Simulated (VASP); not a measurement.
Input of a VASP 6.6.1 run:

File INCAR:

```
ALGO = Normal
EDIFF = 1E-6
ENCUT = 520
GGA = PE
ISIF = 2
ISMEAR = 0
IVDW = 12
LASPH = T
LCHARG = F
LREAL = F
LWAVE = F
NBANDS = 11
NELM = 100
PREC = Accurate
SIGMA = 0.1
```

The input KPOINTS:

```
k-points
0
Gamma
  12 12 8
```

POSCAR

```
Ba
1.0
    2.0864346416     -3.6150435848      0.0000000000
    2.0864346416      3.6150435848      0.0000000000
    0.0000000000      0.0000000000      3.8469222850
Ba
1
Direct
    0.0000000000      0.0000000000      0.0000000000
```

Potentials or basis: VASP PAW PBE potentials, release 64 (Ba_sv).

Launch:

```console
$ cat potpaw_PBE.64/Ba_sv/POTCAR > POTCAR
$ mpirun -np 1 vasp_std > vasp.out
```

(1) What does it give for the band gap on the k mesh?

(2) Predict the pressure.

## Answers

(1) zero (bands 5 and 6 overlap by 0.64 eV).

(2) 0.1 GPa.

Caveat: spin-orbit coupling is left out, which moves the levels of the heavy elements.
